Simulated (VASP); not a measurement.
# Hf: single point with PBEsol+D4

System: Hf, a slab with vacuum.

```
Hf
1.0
     6.14217    2.12771    0.00000
    -4.91374    4.25542    0.00000
     0.00000    0.00000   21.87524
Hf
12
Direct
  0.33333 0.16667 0.32000
  0.33333 0.66667 0.32000
  0.83333 0.16667 0.32000
  0.83333 0.66667 0.32000
  0.16667 0.33333 0.42641
  0.16894 0.84005 0.42456
  0.67111 0.33106 0.42456
  0.65995 0.82889 0.42456
  0.35449 0.18832 0.54122
  0.31168 0.66617 0.54122
  0.83383 0.14551 0.54122
  0.83333 0.66667 0.53570
```

```yaml
Program: VASP 6.6.1
Task: single point
Functional: PBEsol
Dispersion: D4
Potentials_or_basis: VASP PAW PBE potentials, release 64 (Hf_pv)
Cutoff: 400 eV
k_mesh: 6 × 6 × 1
Occupations: methfessel-paxton, width 0.1 eV
Spin: no spin polarisation
```

```yaml
Largest_force: 0.824 eV/Å
Band_gap_on_the_k_mesh: zero (bands 60 and 61 overlap by 0.82 eV)
Dispersion_energy_per_atom: -0.073 eV
```

Forces in eV/Å, atoms in the order of the input:
```
Hf  -0.049  0.088 -0.142
Hf  -0.051 -0.086 -0.142
Hf   0.100 -0.001 -0.142
Hf   0.000  0.000 -0.247
Hf   0.000  0.000  0.644
Hf  -0.020  0.003  0.816
Hf   0.013  0.016  0.816
Hf   0.007 -0.019  0.816
Hf  -0.032 -0.422 -0.706
Hf   0.382  0.184 -0.706
Hf  -0.350  0.239 -0.706
Hf   0.000  0.000 -0.298
```

Levels at points of the mesh, in eV from the Fermi level:
```
           k point  band 58  band 59  band 60  band 61  band 62  band 63  band 64  band 65
(0.00, 0.00, 0.00)     0.14     0.16     0.64     0.65     0.65     0.86     0.97     0.97
(0.50, 0.00, 0.00)    -0.42    -0.38    -0.27    -0.18    -0.13     0.01     0.07     0.28
```

Run time: 25 min on 1 thread of Oxide Virtual Turin-like Processor, with other jobs on the host, peak memory 0.64 GiB.

Caveat: the PAW data sets were made with another functional, which shifts forces and pressure a little; spin-orbit coupling is left out, which moves the levels of the heavy elements.
